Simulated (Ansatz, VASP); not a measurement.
**CoO: VASP beside Ansatz**

The input INCAR:

```
SYSTEM = CoO
PREC = Accurate
ENCUT = 600
EDIFF = 1E-6
ISMEAR = 0
SIGMA = 0.01
LREAL = .False.
LASPH = .True.
NELM = 200
ALGO = Normal
ISIF = 2
LWAVE = .False.
LCHARG = .False.
ISPIN = 2
MAGMOM = 2.75 0.38
LORBIT = 11
LMAXMIX = 4
GGA = PS
NBANDS = 22
GGA_COMPAT = .False.
```

The input KPOINTS:

```
Automatic mesh
0
Gamma
  9 9 9
  0 0 0
```

File POSCAR:

```
CoO
1.0
    1.5054695445      0.8691832468      2.4399269062
   -1.5054695445      0.8691832468      2.4399269062
    0.0000000000     -1.7383664936      2.4399269062
Co O
1 1
Direct
    0.0000000000      0.0000000000      0.0000000000
    0.5000000000      0.5000000000      0.5000000000
```

Input for Ansatz:

```yaml
crystal:
  lattice:
    - [1.5054695445, 0.8691832468, 2.4399269062]
    - [-1.5054695445, 0.8691832468, 2.4399269062]
    - [0.0, -1.7383664936, 2.4399269062]
  atoms:
    - { symbol: Co, position: [0.0, 0.0, 0.0], spin: 2.75 }
    - { symbol: O, position: [0.5, 0.5, 0.5], spin: 0.38 }
basis:
  ecutwfc: 420
kpoints:
  mp_grid: { grid: [9, 9, 9] }
hamiltonian:
  xc: pbesol
scf:
  occupations: { method: gaussian, width: 0.01 }
output:
  forces: true
  stress: true
  eigenvalues: true
  populations: true
magnetization:
  spin_polarized: true
```

Alike in both runs: task single point; functional PBEsol; k mesh 9 × 9 × 9; occupations gaussian, width 0.01 eV; collinear spin.

|  | VASP | Ansatz |
| --- | --- | --- |
| version | VASP 6.6.1 | Ansatz 0.2.0 |
| potentials or method | VASP PAW PBE potentials, release 64 (Co_sv, O), cutoff 600 eV | scalar-relativistic, plane waves, PAW |
| valence electrons in the cell | 23 | 23 |

|  | VASP | Ansatz | Ansatz less VASP |
| --- | --- | --- | --- |
| gap on the k mesh at the Fermi level (eV) | none | none | - |
| pressure (GPa) | -11.4 | -8.8 | +2.54 |
| traceless stress, the component that is largest in VASP (GPa) | -0.48 | -0.48 | +0.004 |
| net moment per atom (μB) | 1.49 | 1.50 | +0.006 |
| size of the moment on the site where the two differ most (μB) | 0.33 | 0.36 | +0.027 |

VASP's potentials were made for PBE, not for PBEsol. Site moments also hang on the region over which each program counts them. A gap of «none» marks a metal or a gap that the smearing closes.
